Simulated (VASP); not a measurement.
# CdSe (wurtzite type) (P6_3mc) in VASP: a series of runs

Runs on CdSe (wurtzite type). Level: PBE. Tasks: single point, relaxation of cell and atoms.

All numbers are computed with VASP 6.6.1; they aren't measurements. Logs are shortened: lines on timing, memory, paths and dates and some standing lists are left out, and cuts for length are marked.

## 1. The cell of the first run

The structure is hexagonal, space group P6_3mc (No. 186). Conventional cell: a = 4.245 Å, b = 4.245 Å, c = 6.944 Å, α = 90.00°, β = 90.00°, γ = 120.00°. Within 3.4 Å of Cd (site symmetry 3m) lie 4 Se at 2.60 Å. Se (site symmetry 3m) has 4 Cd at 2.60 Å within 3.4 Å.

## 2. Single point, PBE

INCAR reads:

```
SYSTEM = CdSe
ALGO = Normal
EDIFF = 1E-6
ENCUT = 520
GGA = PE
ISIF = 2
ISMEAR = -1
LASPH = .TRUE.
LCHARG = .FALSE.
LREAL = .FALSE.
LWAVE = .FALSE.
NBANDS = 26
NELM = 100
PREC = Accurate
SIGMA = 0.05
```

KPOINTS reads:

```
k-points
0
G
  9 9 5
  0 0 0
```

POSCAR reads:

```
CdSe
1.0
    4.2452461023      0.0000000000      0.0000000000
   -2.1226230511      3.6764909699      0.0000000000
    0.0000000000      0.0000000000      6.9436941462
Cd Se
2 2
Direct
    0.3333333333      0.6666666667      0.0004798710
    0.6666666667      0.3333333333      0.5004798710
    0.3333333333      0.6666666667      0.3755201290
    0.6666666667      0.3333333333      0.8755201290
```

Potentials or basis: VASP PAW PBE potentials, release 64 (Cd, Se).

Command:

```sh
cat potpaw_PBE.64/Cd/POTCAR potpaw_PBE.64/Se/POTCAR > POTCAR
mpirun -np 1 vasp_std > vasp.out
```

OUTCAR:

```text
SYSTEM = CdSe
   EDIFF = 1E-6
   ENCUT = 520
   GGA = PE
   ISIF = 2
   ISMEAR = -1
   LASPH = .TRUE.
   LREAL = .FALSE.
   NELM = 100
   PREC = Accurate

 ion  position               nearest neighbor table
   1  0.333  0.667  0.000-   4 2.60   4 2.60   4 2.60   3 2.60
   2  0.667  0.333  0.500-   3 2.60   3 2.60   3 2.60   4 2.60
   3  0.333  0.667  0.376-   2 2.60   2 2.60   2 2.60   1 2.60
   4  0.667  0.333  0.876-   1 2.60   1 2.60   1 2.60   2 2.60

  LATTYP: Found a hexagonal cell.
 ALAT       =     4.2452461023
 C/A-ratio  =     1.6356399556

  Lattice vectors:

 A1 = (   4.2452461023,   0.0000000000,   0.0000000000)
 A2 = (  -2.1226230511,   3.6764909699,   0.0000000000)
 A3 = (   0.0000000000,   0.0000000000,   6.9436941462)

Analysis of symmetry for initial positions (statically):
=====================================================================
 Subroutine PRICEL returns:
 Original cell was already a primitive cell.

 Routine SETGRP: Setting up the symmetry group for a
 hexagonal supercell.

 Subroutine GETGRP returns: Found 12 space group operations
 (whereof  6 operations were pure point group operations)
 out of a pool of 24 trial point group operations.

The static configuration has the point symmetry C_3v.
 The point group associated with its full space group is C_6v.

Analysis of symmetry for dynamics (positions and initial velocities):
=====================================================================
 Subroutine PRICEL returns:
 Original cell was already a primitive cell.

 Routine SETGRP: Setting up the symmetry group for a
 hexagonal supercell.

 Subroutine GETGRP returns: Found 12 space group operations
 (whereof  6 operations were pure point group operations)
 out of a pool of 24 trial point group operations.

The dynamic configuration has the point symmetry C_3v.
 The point group associated with its full space group is C_6v.

 Subroutine INISYM returns: Found 12 space group operations
 (whereof  6 operations are pure point group operations),
 and found     1 'primitive' translations

----------------------------------------------------------------------------------------

                                     Primitive cell

  volume of cell :     108.3745

  direct lattice vectors                    reciprocal lattice vectors
     4.245246102  0.000000000  0.000000000     0.235557604  0.135999246  0.000000000
    -2.122623051  3.676490970  0.000000000     0.000000000  0.271998492  0.000000000
     0.000000000  0.000000000  6.943694146     0.000000000  0.000000000  0.144015560

  length of vectors
     4.245246102  4.245246102  6.943694146     0.271998492  0.271998492  0.144015560

  position of ions in fractional coordinates (direct lattice)
     0.333333333  0.666666667  0.000479871
     0.666666667  0.333333333  0.500479871
     0.333333333  0.666666667  0.375520129
     0.666666667  0.333333333  0.875520129

  ion indices of the primitive-cell ions
   primitive index   ion index
                 1           1
                 2           2
                 3           3
                 4           4

----------------------------------------------------------------------------------------

 KPOINTS: k-points

Automatic generation of k-mesh.
 Grid dimensions read from file:
 generate k-points for:    9    9    5

 Generating k-lattice:

  Cartesian coordinates                     Fractional coordinates (reciprocal lattice)
     0.026173067  0.015111027  0.000000000     0.111111111  0.000000000  0.000000000
     0.000000000  0.030222055  0.000000000     0.000000000  0.111111111  0.000000000
     0.000000000  0.000000000  0.028803112     0.000000000  0.000000000  0.200000000

  Length of vectors
     0.030222055  0.030222055  0.028803112

  Shift w.r.t. Gamma in fractional coordinates (k-lattice)
     0.000000000  0.000000000  0.000000000

 Subroutine IBZKPT returns following result:
 ===========================================

 Found     36 irreducible k-points:

 Following reciprocal coordinates:
            Coordinates               Weight
  0.000000  0.000000  0.000000      1.000000
  0.111111  0.000000  0.000000      6.000000
  0.222222  0.000000  0.000000      6.000000
  0.333333  0.000000  0.000000      6.000000
  0.444444  0.000000  0.000000      6.000000
  0.111111  0.111111  0.000000      6.000000
[... 16 lines left out ...]
  0.333333  0.222222  0.200000     24.000000
  0.333333  0.333333  0.200000      4.000000
 [... further k-points ...]
   k-points           NKPTS =     36   k-points in BZ     NKDIM =     36   number of bands    NBANDS=     26
   number of dos      NEDOS =    301   number of ions     NIONS =      4
   total plane-waves  NPLWV =  55296
   dimension x,y,z NGX =    32 NGY =   32 NGZ =   54
   dimension x,y,z NGXF=    64 NGYF=   64 NGZF=  108
   ions per type =               2   2
   NGX,Y,Z   is equivalent  to a cutoff of  12.53, 12.53, 12.93 a.u.
   NGXF,Y,Z  is equivalent  to a cutoff of  25.06, 25.06, 25.86 a.u.
 SYSTEM =  CdSe
   PREC   = accura    normal or accurate (medium, high low for compatibility)
   ISTART =      0    job   : 0-new  1-cont  2-samecut
   ICHARG =      2    charge: 1-file 2-atom 10-const
   ISPIN  =      1    spin polarized calculation?
   LNONCOLLINEAR =      F non collinear calculations
   LSORBIT =      F    spin-orbit coupling
   LASPH  =      T    aspherical Exc in radial PAW
   ENCUT  =  520.0 eV  38.22 Ry    6.18 a.u.   7.89  7.89 12.91*2*pi/ulx,y,z
   NELM   =    100;   NELMIN=  2; NELMDL= -5     # of ELM steps
   EDIFF  = 0.1E-05   stopping-criterion for ELM
   LREAL  =      F    real-space projection
   EDIFFG = 0.1E-04   stopping-criterion for IOM
   NSW    =      0    number of steps for IOM
   IBRION =     -1    ionic relax: 0-MD 1-quasi-New 2-CG
   NFREE  =      0    steps in history (QN), initial steepest desc. (CG)
   ISIF   =      2    stress and relaxation
   ISYM   =      2    0-nonsym 1-usesym 2-fastsym
   POTIM  = 0.5000    time-step for ionic-motion
   TEBEG  =    0.0;   TEEND  =   0.0 temperature during run
   PSTRESS=    0.0 pullay stress
   NELECT =      36.0000    total number of electrons
   NUPDOWN=      -1.0000    fix difference up-down
   EMIN   =  10.00;   EMAX   =-10.00  energy-range for DOS
   EFERMI =   0.00;   METHOD = LEGACY
   ISMEAR =    -1;   SIGMA  =   0.05  broadening in eV -4-tet -1-fermi 0-gaus
   EFERMI_NEDOS =   21; number of points for ismear=-14 and -15
   IALGO  =     38    algorithm
   IMIX   =      4    mixing-type and parameters
     AMIX     =   0.40;   BMIX     =  1.00
     AMIX_MAG =   1.60;   BMIX_MAG =  1.00
  volume/ion in A,a.u.               =      27.09       182.84
  Fermi-wavevector in a.u.,A,eV,Ry     =   1.133792  2.142556 17.490072  1.285484
  Thomas-Fermi vector in A             =   2.270495
   LORBIT       =      0    0 simple, 1 ext, 2 COOP (PROOUT), +10 PAW based schemes
   GGA     = PE    functional components
   LHFCALC =     F    Hartree Fock is set to
   AEXX    =    0.0000 exact exchange contribution
   IVDW    =     0    specifies the selected vdW correction
   LEPSILON=     F    determine dielectric tensor
   LRPA    =     F    only Hartree local field effects (RPA)
 non-spin polarized calculation
  energy-cutoff  :      520.00
  volume of cell :      108.37
 maximum number of plane-waves:      2940
 NGX is ok and might be reduce to    32
   NGX = 15   NGY = 15   NGZ = 25

 number of electron      35.9999999 magnetization

 Free energy of the ion-electron system (eV)
  ---------------------------------------------------
  ext. energy  EPLUGINS =         0.00000000
  ---------------------------------------------------
  free energy    TOTEN  =       -10.81610101 eV

  energy without entropy =      -10.81609553  energy(sigma->0) =      -10.81609827

 E-fermi :   1.6653     XC(G=0):  -9.0521

 val. band max:        1.2559229418   @ k =   0.0000   0.0000   0.0000
 cond. band min:       2.0004930999   @ k =   0.0000   0.0000   0.0000
 fundamental gap:      0.7445701581
 Fermi energy:         1.6653461828

 k-point     1 :       0.0000    0.0000    0.0000
  band No.  band energies     occupation
      1     -11.5685      2.00000
      2     -11.1576      2.00000
      3      -6.8120      2.00000
      4      -6.8019      2.00000
      5      -6.8019      2.00000
      6      -6.7262      2.00000
[... 18 lines left out ...]
     25       8.3204      0.00000
     26       9.0968      0.00000

 k-point     2 :       0.1111    0.0000    0.0000
  band No.  band energies     occupation
      1     -11.5268      2.00000
      2     -11.1384      2.00000
      3      -6.7988      2.00000
      4      -6.7866      2.00000
      5      -6.7723      2.00000
      6      -6.7081      2.00000
[... 18 lines left out ...]
     25       8.6272      0.00000
     26       8.8373      0.00000

 k-point     3 :       0.2222    0.0000    0.0000
  band No.  band energies     occupation
      1     -11.4170      2.00000
      2     -11.0925      2.00000
      3      -6.7650      2.00000
      4      -6.7518      2.00000
      5      -6.6892      2.00000
      6      -6.6511      2.00000
[... 18 lines left out ...]
     25       8.5552      0.00000
     26       9.3310      0.00000

 k-point     4 :       0.3333    0.0000    0.0000
  band No.  band energies     occupation
      1     -11.2815      2.00000
      2     -11.0489      2.00000
      3      -6.7346      2.00000
      4      -6.7209      2.00000
      5      -6.6101      2.00000
      6      -6.5906      2.00000
[... 18 lines left out ...]
     25       9.1154      0.00000
     26       9.6425      0.00000

 k-point     5 :       0.4444    0.0000    0.0000
  band No.  band energies     occupation
      1     -11.1795      2.00000
      2     -11.0329      2.00000
      3      -6.7206      2.00000
      4      -6.7065      2.00000
      5      -6.5542      2.00000
      6      -6.5531      2.00000
[... 18 lines left out ...]
     25       9.2969      0.00000
     26      10.8652      0.00000

 k-point     6 :       0.1111    0.1111    0.0000
  band No.  band energies     occupation
      1     -11.4510      2.00000
      2     -11.1059      2.00000
      3      -6.7730      2.00000
      4      -6.7636      2.00000
      5      -6.7137      2.00000
      6      -6.6774      2.00000
[... 427 lines left out ...]
 k-point    21 :       0.4444    0.1111    0.2000
  band No.  band energies     occupation
      1     -11.1348      2.00000
      2     -11.0416      2.00000
      3      -6.7098      2.00000
      4      -6.6904      2.00000
      5      -6.5845      2.00000
      6      -6.5609      2.00000
[... 18 lines left out ...]
     25       9.3699      0.00000
     26      10.6612      0.00000

 k-point    22 :       0.2222    0.2222    0.2000
  band No.  band energies     occupation
      1     -11.1967      2.00000
      2     -11.0508      2.00000
      3      -6.7184      2.00000
      4      -6.6894      2.00000
      5      -6.6058      2.00000
      6      -6.5871      2.00000
[... 18 lines left out ...]
     25       8.8778      0.00000
     26       9.9060      0.00000

 k-point    23 :       0.3333    0.2222    0.2000
  band No.  band energies     occupation
      1     -11.1154      2.00000
      2     -11.0423      2.00000
      3      -6.7176      2.00000
      4      -6.6591      2.00000
      5      -6.5918      2.00000
      6      -6.5598      2.00000
[... 18 lines left out ...]
     25       9.4468      0.00000
     26      10.0728      0.00000

 k-point    24 :       0.3333    0.3333    0.2000
  band No.  band energies     occupation
      1     -11.0636      2.00000
      2     -11.0636      2.00000
      3      -6.7223      2.00000
      4      -6.6144      2.00000
      5      -6.6144      2.00000
      6      -6.5527      2.00000
[... 18 lines left out ...]
     25       9.8909      0.00000
     26       9.8909      0.00000

 [... further k-points ...]
[... 5 lines left out ...]
  --------------------------------------------------------------------------------------
  -------------------------------------------------------------------------------------
  Total        3.7700433      3.7700433      3.7711697      0.0000000      0.0000000      0.0000000
  in kB       55.7352504     55.7352504     55.7519041      0.0000000      0.0000000      0.0000000
  external PRESSURE =      55.7408016 kB  Pullay stress =       0.0000000 kB

 VOLUME and BASIS-vectors are now :
 -----------------------------------------------------------------------------
  energy-cutoff  :      520.00
  volume of cell :      108.37
      direct lattice vectors                 reciprocal lattice vectors
     4.245246102  0.000000000  0.000000000     0.235557604  0.135999246  0.000000000
    -2.122623051  3.676490970  0.000000000     0.000000000  0.271998492  0.000000000
     0.000000000  0.000000000  6.943694146     0.000000000  0.000000000  0.144015560

 POSITION                                       TOTAL-FORCE (eV/Angst)
 -----------------------------------------------------------------------------------
     -0.00000      2.45099      0.00333        -0.000000     -0.000000      0.003750
      2.12262      1.22550      3.47518         0.000000      0.000000      0.003750
     -0.00000      2.45099      2.60750        -0.000000      0.000000     -0.003750
      2.12262      1.22550      6.07934         0.000000     -0.000000     -0.003750
 -----------------------------------------------------------------------------------
    total drift:                               -0.000000     -0.000000      0.000188

  FREE ENERGIE OF THE ION-ELECTRON SYSTEM (eV)
  ---------------------------------------------------
  free  energy   TOTEN  =       -10.8161010147 eV

  energy  without entropy=      -10.8160955333  energy(sigma->0) =      -10.81609827
```

Run time: 34 s. Hardware: 1 thread of Intel Xeon 6975P-C (Granite Rapids), shared host; peak memory 0.27 GiB.

Results:

```yaml
Free_energy: -10.8161 eV
Pressure: 5.6 GPa
Largest_force: 0.004 eV/Å
Band_gap_on_the_k_mesh: 0.74 eV, direct
```

Forces in eV/Å, atoms in the order of the input:
```
Cd   0.000  0.000  0.004
Cd   0.000  0.000  0.004
Se   0.000  0.000 -0.004
Se   0.000  0.000 -0.004
```

Levels at points of the mesh, in eV from the valence-band top:
| k point | band 14 | band 15 | band 16 | band 17 | band 18 | band 19 | band 20 | band 21 | band 22 | band 23 |
| --- | --- | --- | --- | --- | --- | --- | --- | --- | --- | --- |
| (0.00, 0.00, 0.00) | -0.82 | -0.82 | -0.07 | 0.00 | 0.00 | 0.74 | 2.26 | 5.86 | 5.86 | 6.12 |

## 3. Relaxation of cell and atoms, PBE, target pressure 5.2 GPa, at which the enthalpy is minimised

This run uses another cell than the first one, of 25.72 Å³/atom, 0.949 times its volume.

INCAR reads:

```
PREC = Accurate
ENCUT = 600
EDIFF = 1E-6
ISMEAR = -1
SIGMA = 0.05
LREAL = F
LASPH = T
NELM = 60
ALGO = Normal
ISIF = 3
LWAVE = F
LCHARG = F
GGA = PE
IBRION = 2
NSW = 60
EDIFFG = -0.005
PSTRESS = 52.0
```

KPOINTS reads:

```
regular mesh
0
Gamma
  9 9 5
```

POSCAR reads:

```
CdSe
1.0
    4.1768539830      0.0000000000      0.0000000000
   -2.0884269915      3.6172616572      0.0000000000
    0.0000000000      0.0000000000      6.8082719923
Cd Se
2 2
Direct
    0.3333333333      0.6666666667      0.0000000000
    0.6666666667      0.3333333333      0.5000000000
    0.3333333333      0.6666666667      0.3760000000
    0.6666666667      0.3333333333      0.8760000000
```

Potentials or basis: VASP PAW PBE potentials, release 64 (Cd, Se).

Command:

```sh
cat potpaw_PBE.64/Cd/POTCAR potpaw_PBE.64/Se/POTCAR > POTCAR
mpirun -np 1 vasp_std > vasp.out
```

It took 4.2 min on 1 thread of AMD EPYC 9R45 (Zen 5), shared host; peak memory 0.29 GiB.

Results (log left out):

* Free energy: -10.8332 eV
* Relaxed volume: 27.24 Å³/atom
* Relaxed cell: a = 4.254 Å, b = 4.254 Å, c = 6.951 Å, α = 90.00°, β = 90.00°, γ = 120.00°
* Space group after relaxing (to 0.05 Å): P6_3mc (No. 186)
* Energy change on relaxing (the enthalpy is what falls): -69.0 meV/atom
* Ionic steps: 10
* Pressure after relaxing: 5.2 GPa
* Largest force after relaxing: 0.005 eV/Å
* Band gap on the k mesh: 0.74 eV, direct

Forces on the atoms (eV/Å):
```
Cd   0.000  0.000  0.005
Cd   0.000  0.000  0.005
Se   0.000  0.000 -0.005
Se   0.000  0.000 -0.005
```

The path:
```tsv
step	energy change (eV)	largest force (eV/Å)	pressure (GPa)	volume (Å³)
1	0.0000	0.0129	9.57	102.86
2	-0.3885	0.0033	2.58	113.66
3	-0.2757	0.0073	5.19	108.94
4	-0.2717	0.0077	5.27	108.82
5	-0.2718	0.0091	5.26	108.82
6	-0.2721	0.0136	5.26	108.83
7	-0.2743	0.0087	5.21	108.89
8	-0.2756	0.0059	5.19	108.93
9	-0.2757	0.0050	5.20	108.94
10	-0.2761	0.0046	5.19	108.95
```

Final structure:
```
Cd Se
1.0
     4.25423    0.00000    0.00000
    -2.12711    3.68427    0.00000
     0.00000    0.00000    6.95112
Cd Se
2 2
Direct
  0.33333 0.66667 0.00032
  0.66667 0.33333 0.50032
  0.33333 0.66667 0.37568
  0.66667 0.33333 0.87568
```

Levels at points of the mesh, in eV from the valence-band top:
```
           k point  band 14  band 15  band 16  band 17  band 18  band 19  band 20  band 21  band 22
(0.00, 0.00, 0.00)    -0.81    -0.81    -0.06     0.00     0.00     0.74     2.25     5.86     5.86
```

Caveat: the cell is relaxed towards a set pressure, so the enthalpy falls and the energy may rise. A hybrid or GW would open this gap; PBE tends to underestimate it.
